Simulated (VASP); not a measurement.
# HgTe (Fm-3m) in VASP: notebook

HgTe is run at these levels: PBEsol; tasks: electric field gradients.

Program: VASP 6.6.1. These are calculated values, not measurements. Logs are shortened: lines on timing, memory, paths and dates and some standing lists are left out, and cuts for length are marked.

## Step 1: The cell of the first run

The structure is cubic, space group Fm-3m (No. 225). Conventional cell: a = 5.823 Å, b = 5.823 Å, c = 5.823 Å, α = 90.00°, β = 90.00°, γ = 90.00°. Hg (site symmetry m-3m) has 6 Te at 2.91 Å within 3.8 Å. Within 3.8 Å of Te (site symmetry m-3m) lie 6 Hg at 2.91 Å.

## Step 2: Electric field gradients, PBEsol (24.69 Å³/atom)

Contents of INCAR:

```
SYSTEM = HgTe
ALGO = Normal ; EDIFF = 1E-8
ENCUT = 520 ; GGA = PS
ISIF = 2 ; ISMEAR = -1
LASPH = .TRUE. ; LCHARG = .FALSE.
LEFG = .TRUE. ; LREAL = .FALSE.
LWAVE = .FALSE. ; NBANDS = 16
NELM = 80 ; PREC = Accurate
SIGMA = 0.08
```

Contents of KPOINTS:

```
k-points
0
G
  12 12 12
  0 0 0
```

Contents of POSCAR:

```
HgTe
1.0
    0.0000000000      2.9117290240      2.9117290240
    2.9117290240      0.0000000000      2.9117290240
    2.9117290240      2.9117290240      0.0000000000
Hg Te
1 1
Direct
    0.0000000000      0.0000000000      0.0000000000
    0.5000000000      0.5000000000      0.5000000000
```

Potentials or basis: VASP PAW PBE potentials, release 64 (Hg, Te).

Launch:

```sh
$ cat potpaw_PBE.64/Hg/POTCAR potpaw_PBE.64/Te/POTCAR > POTCAR
$ mpirun -np 1 vasp_std > vasp.out
```

OUTCAR:

```text
SYSTEM = HgTe
   EDIFF = 1E-8
   ENCUT = 520
   GGA = PS
   ISIF = 2
   ISMEAR = -1
   LASPH = .TRUE.
   LREAL = .FALSE.
   NELM = 80
   PREC = Accurate

 ion  position               nearest neighbor table
   1  0.000  0.000  0.000-   2 2.91   2 2.91   2 2.91   2 2.91   2 2.91   2 2.91
   2  0.500  0.500  0.500-   1 2.91   1 2.91   1 2.91   1 2.91   1 2.91   1 2.91

  LATTYP: Found a face centered cubic cell.
 ALAT       =     5.8234580480

  Lattice vectors:

 A1 = (   0.0000000000,   2.9117290240,   2.9117290240)
 A2 = (   2.9117290240,   0.0000000000,   2.9117290240)
 A3 = (   2.9117290240,   2.9117290240,   0.0000000000)

Analysis of symmetry for initial positions (statically):
=====================================================================
 Subroutine PRICEL returns:
 Original cell was already a primitive cell.

 Routine SETGRP: Setting up the symmetry group for a
 face centered cubic supercell.

 Subroutine GETGRP returns: Found 48 space group operations
 (whereof 48 operations were pure point group operations)
 out of a pool of 48 trial point group operations.

The static configuration has the point symmetry O_h .

Analysis of symmetry for dynamics (positions and initial velocities):
=====================================================================
 Subroutine PRICEL returns:
 Original cell was already a primitive cell.

 Routine SETGRP: Setting up the symmetry group for a
 face centered cubic supercell.

 Subroutine GETGRP returns: Found 48 space group operations
 (whereof 48 operations were pure point group operations)
 out of a pool of 48 trial point group operations.

The dynamic configuration has the point symmetry O_h .

 Subroutine INISYM returns: Found 48 space group operations
 (whereof 48 operations are pure point group operations),
 and found     1 'primitive' translations

----------------------------------------------------------------------------------------

                                     Primitive cell

  volume of cell :      49.3722

  direct lattice vectors                    reciprocal lattice vectors
     0.000000000  2.911729024  2.911729024    -0.171719276  0.171719276  0.171719276
     2.911729024  0.000000000  2.911729024     0.171719276 -0.171719276  0.171719276
     2.911729024  2.911729024  0.000000000     0.171719276  0.171719276 -0.171719276

  length of vectors
     4.117806676  4.117806676  4.117806676     0.297426511  0.297426511  0.297426511

  position of ions in fractional coordinates (direct lattice)
     0.000000000  0.000000000  0.000000000
     0.500000000  0.500000000  0.500000000

  ion indices of the primitive-cell ions
   primitive index   ion index
                 1           1
                 2           2

----------------------------------------------------------------------------------------

 KPOINTS: k-points

Automatic generation of k-mesh.
 Grid dimensions read from file:
 generate k-points for:   12   12   12

 Generating k-lattice:

  Cartesian coordinates                     Fractional coordinates (reciprocal lattice)
    -0.014309940  0.014309940  0.014309940     0.083333333  0.000000000  0.000000000
     0.014309940 -0.014309940  0.014309940     0.000000000  0.083333333  0.000000000
     0.014309940  0.014309940 -0.014309940     0.000000000  0.000000000  0.083333333

  Length of vectors
     0.024785543  0.024785543  0.024785543

  Shift w.r.t. Gamma in fractional coordinates (k-lattice)
     0.000000000  0.000000000  0.000000000

 Subroutine IBZKPT returns following result:
 ===========================================

 Found     72 irreducible k-points:

 Following reciprocal coordinates:
            Coordinates               Weight
  0.000000  0.000000  0.000000      1.000000
  0.083333  0.000000  0.000000      8.000000
  0.166667  0.000000  0.000000      8.000000
  0.250000  0.000000  0.000000      8.000000
  0.333333  0.000000  0.000000      8.000000
  0.416667  0.000000  0.000000      8.000000
[... 16 lines left out ...]
  0.500000  0.166667  0.000000     24.000000
 -0.416667  0.166667  0.000000     24.000000
 [... further k-points ...]
   k-points           NKPTS =     72   k-points in BZ     NKDIM =     72   number of bands    NBANDS=     16
   number of dos      NEDOS =    301   number of ions     NIONS =      2
   total plane-waves  NPLWV =  32768
   dimension x,y,z NGX =    32 NGY =   32 NGZ =   32
   dimension x,y,z NGXF=    64 NGYF=   64 NGZF=   64
   ions per type =               1   1
   NGX,Y,Z   is equivalent  to a cutoff of  12.92, 12.92, 12.92 a.u.
   NGXF,Y,Z  is equivalent  to a cutoff of  25.84, 25.84, 25.84 a.u.
 SYSTEM =  HgTe
   PREC   = accura    normal or accurate (medium, high low for compatibility)
   ISTART =      0    job   : 0-new  1-cont  2-samecut
   ICHARG =      2    charge: 1-file 2-atom 10-const
   ISPIN  =      1    spin polarized calculation?
   LNONCOLLINEAR =      F non collinear calculations
   LSORBIT =      F    spin-orbit coupling
   LASPH  =      T    aspherical Exc in radial PAW
   ENCUT  =  520.0 eV  38.22 Ry    6.18 a.u.   7.66  7.66  7.66*2*pi/ulx,y,z
   NELM   =     80;   NELMIN=  2; NELMDL= -5     # of ELM steps
   EDIFF  = 0.1E-07   stopping-criterion for ELM
   LREAL  =      F    real-space projection
   EDIFFG = 0.1E-06   stopping-criterion for IOM
   NSW    =      0    number of steps for IOM
   IBRION =     -1    ionic relax: 0-MD 1-quasi-New 2-CG
   NFREE  =      0    steps in history (QN), initial steepest desc. (CG)
   ISIF   =      2    stress and relaxation
   ISYM   =      2    0-nonsym 1-usesym 2-fastsym
   POTIM  = 0.5000    time-step for ionic-motion
   TEBEG  =    0.0;   TEEND  =   0.0 temperature during run
   PSTRESS=    0.0 pullay stress
   NELECT =      18.0000    total number of electrons
   NUPDOWN=      -1.0000    fix difference up-down
   EMIN   =  10.00;   EMAX   =-10.00  energy-range for DOS
   EFERMI =   0.00;   METHOD = LEGACY
   ISMEAR =    -1;   SIGMA  =   0.08  broadening in eV -4-tet -1-fermi 0-gaus
   EFERMI_NEDOS =   21; number of points for ismear=-14 and -15
   IALGO  =     38    algorithm
   IMIX   =      4    mixing-type and parameters
     AMIX     =   0.40;   BMIX     =  1.00
     AMIX_MAG =   1.60;   BMIX_MAG =  1.00
  volume/ion in A,a.u.               =      24.69       166.59
  Fermi-wavevector in a.u.,A,eV,Ry     =   1.169512  2.210057 18.609484  1.367759
  Thomas-Fermi vector in A             =   2.305984
   LORBIT       =      0    0 simple, 1 ext, 2 COOP (PROOUT), +10 PAW based schemes
   GGA     = PS    functional components
   LHFCALC =     F    Hartree Fock is set to
   AEXX    =    0.0000 exact exchange contribution
   IVDW    =     0    specifies the selected vdW correction
   LEPSILON=     F    determine dielectric tensor
   LRPA    =     F    only Hartree local field effects (RPA)
 non-spin polarized calculation
  energy-cutoff  :      520.00
  volume of cell :       49.37
 maximum number of plane-waves:      1363
   NGX = 15   NGY = 15   NGZ = 15

 number of electron      18.0000002 magnetization

 Free energy of the ion-electron system (eV)
  ---------------------------------------------------
  ext. energy  EPLUGINS =         0.00000000
  ---------------------------------------------------
  free energy    TOTEN  =        -4.11007468 eV

  energy without entropy =       -4.08626135  energy(sigma->0) =       -4.09816802

 E-fermi :   5.8890     XC(G=0): -10.7153

 val. band max:        5.8417527996   @ k =   0.4167   0.0833   0.0000
 cond. band min:       5.9401224883   @ k =   0.3333   0.0000   0.0000
 fundamental gap:      0.0983696887
 Fermi energy:         5.8889964826

 k-point     1 :       0.0000    0.0000    0.0000
  band No.  band energies     occupation
      1      -7.2374      2.00000
      2      -1.3628      2.00000
      3      -1.3628      2.00000
      4      -1.2974      2.00000
      5      -1.2974      2.00000
      6      -1.2974      2.00000
[... 8 lines left out ...]
     15      13.9623      0.00000
     16      13.9623      0.00000

 k-point     2 :       0.0833    0.0000    0.0000
  band No.  band energies     occupation
      1      -7.1601      2.00000
      2      -1.3963      2.00000
      3      -1.3963      2.00000
      4      -1.3110      2.00000
      5      -1.2850      2.00000
      6      -1.2850      2.00000
[... 8 lines left out ...]
     15      14.0132      0.00000
     16      14.0132      0.00000

 k-point     3 :       0.1667    0.0000    0.0000
  band No.  band energies     occupation
      1      -6.9338      2.00000
      2      -1.4927      2.00000
      3      -1.4927      2.00000
      4      -1.3587      2.00000
      5      -1.2422      2.00000
      6      -1.2422      2.00000
[... 8 lines left out ...]
     15      14.3432      0.00000
     16      14.3432      0.00000

 k-point     4 :       0.2500    0.0000    0.0000
  band No.  band energies     occupation
      1      -6.5783      2.00000
      2      -1.6201      2.00000
      3      -1.6201      2.00000
      4      -1.4674      2.00000
      5      -1.1799      2.00000
      6      -1.1799      2.00000
[... 8 lines left out ...]
     15      14.9136      0.00000
     16      14.9136      0.00000

 k-point     5 :       0.3333    0.0000    0.0000
  band No.  band energies     occupation
      1      -6.1406      2.00000
      2      -1.7408      2.00000
      3      -1.7408      2.00000
      4      -1.6921      2.00000
      5      -1.1156      2.00000
      6      -1.1156      2.00000
[... 8 lines left out ...]
     15      15.6893      0.00000
     16      15.6893      0.00000

 k-point     6 :       0.4167    0.0000    0.0000
  band No.  band energies     occupation
      1      -5.7272      2.00000
      2      -2.0262      2.00000
      3      -1.8254      2.00000
      4      -1.8254      2.00000
      5      -1.0674      2.00000
      6      -1.0674      2.00000
[... 8 lines left out ...]
     15      16.5739      0.00000
     16      16.5739      0.00000
[... 267 lines left out ...]
 k-point    21 :       0.3333    0.1667    0.0000
  band No.  band energies     occupation
      1      -6.2884      2.00000
      2      -1.8394      2.00000
      3      -1.4879      2.00000
      4      -1.4371      2.00000
      5      -1.1585      2.00000
      6      -1.1017      2.00000
[... 8 lines left out ...]
     15      16.3203      0.00000
     16      16.8448      0.00000

 k-point    22 :       0.4167    0.1667    0.0000
  band No.  band energies     occupation
      1      -5.9273      2.00000
      2      -1.8710      2.00000
      3      -1.6132      2.00000
      4      -1.5286      2.00000
      5      -1.0982      2.00000
      6      -1.0476      2.00000
[... 8 lines left out ...]
     15      17.2017      0.00000
     16      17.4719      0.00000

 k-point    23 :       0.5000    0.1667    0.0000
  band No.  band energies     occupation
      1      -5.6458      2.00000
      2      -1.9020      2.00000
      3      -1.7210      2.00000
      4      -1.6180      2.00000
      5      -1.0422      2.00000
      6      -1.0293      2.00000
[... 8 lines left out ...]
     15      17.3260      0.00000
     16      17.8811      0.00000

 k-point    24 :      -0.4167    0.1667    0.0000
  band No.  band energies     occupation
      1      -5.5824      2.00000
      2      -1.9868      2.00000
      3      -1.7889      2.00000
      4      -1.5725      2.00000
      5      -1.0478      2.00000
      6      -1.0093      2.00000
[... 8 lines left out ...]
     15      16.2844      0.00000
     16      17.0182      0.00000

 [... further k-points ...]

------------------------ aborting loop because EDIFF is reached ----------------------------------------

  FORCE on cell =-STRESS in cart. coord.  units (eV):
  Direction    XX          YY          ZZ          XY          YZ          ZX
  --------------------------------------------------------------------------------------
  -------------------------------------------------------------------------------------
  Total        2.2526632      2.2526632      2.2526632     -0.0000000     -0.0000000     -0.0000000
  in kB       73.1011123     73.1011123     73.1011123     -0.0000000     -0.0000000     -0.0000000
  external PRESSURE =      73.1011123 kB  Pullay stress =       0.0000000 kB

 VOLUME and BASIS-vectors are now :
 -----------------------------------------------------------------------------
  energy-cutoff  :      520.00
  volume of cell :       49.37
      direct lattice vectors                 reciprocal lattice vectors
     0.000000000  2.911729024  2.911729024    -0.171719276  0.171719276  0.171719276
     2.911729024  0.000000000  2.911729024     0.171719276 -0.171719276  0.171719276
     2.911729024  2.911729024  0.000000000     0.171719276  0.171719276 -0.171719276

 POSITION                                       TOTAL-FORCE (eV/Angst)
 -----------------------------------------------------------------------------------
      0.00000      0.00000      0.00000         0.000000      0.000000      0.000000
      2.91173      2.91173      2.91173         0.000000      0.000000     -0.000000
 -----------------------------------------------------------------------------------
    total drift:                                0.000000     -0.000000     -0.000000

  FREE ENERGIE OF THE ION-ELECTRON SYSTEM (eV)
  ---------------------------------------------------
  free  energy   TOTEN  =        -4.1100746796 eV

  energy  without entropy=       -4.0862613537  energy(sigma->0) =       -4.09816802

 Electric field gradients (V/A^2)
---------------------------------------------------------------------
 ion       V_xx      V_yy      V_zz      V_xy      V_xz      V_yz
---------------------------------------------------------------------
   1       0.000     0.000     0.000     0.000     0.000     0.000
   2      -0.000     0.000     0.000    -0.000    -0.000    -0.000
---------------------------------------------------------------------

 Electric field gradients after diagonalization (V/A^2)
 (convention: |V_zz| > |V_xx| > |V_yy|)
----------------------------------------------------------------------
 ion       V_xx      V_yy      V_zz     asymmetry (V_yy - V_xx)/ V_zz
----------------------------------------------------------------------
   1      -0.000    -0.000     0.001       0.000
   2       0.000     0.000    -0.000       0.000
----------------------------------------------------------------------

           NMR quadrupolar parameters

 Cq : quadrupolar parameter    Cq=e*Q*V_zz/h
 eta: asymmetry parameters     (V_yy - V_xx)/ V_zz
 Q  : nuclear electric quadrupole moment in mb (millibarn)
----------------------------------------------------------------------
 ion       Cq(MHz)       eta       Q (mb)
----------------------------------------------------------------------
   1       0.000       0.000       1.000
   2      -0.000       0.000       1.000
----------------------------------------------------------------------
```

Run time: 52 s. Hardware: 1 thread of Intel Xeon 8259CL, shared host; peak memory 0.22 GiB.

Results:

```yaml
Free_energy: -4.1101 eV
Pressure: 7.3 GPa
Band_gap_on_the_k_mesh: zero (bands 9 and 10 overlap by 3.33 eV)
Largest_electric_field_gradient_by_atom: under 0.05 V/Å² on every atom
```

Levels at points of the mesh, in eV from the Fermi level:
```csv
k point,band 7,band 8,band 9,band 10,band 11,band 12
"(0.00, 0.00, 0.00)",-0.90,-0.90,-0.90,-0.34,7.72,7.72
"(0.50, 0.00, 0.00)",-6.09,0.47,0.47,2.39,3.72,3.72
"(0.50, 0.50, 0.00)",-5.28,-2.96,-2.86,-2.86,4.59,9.94
```

Caveat: the cell stands under pressure; the PAW data sets were made with another functional, which shifts forces and pressure a little; spin-orbit coupling is left out, which moves the levels of the heavy elements.

[end of part 1 of 3]

The gap in the log of VASP goes by the Fermi energy; the results here count the filled bands.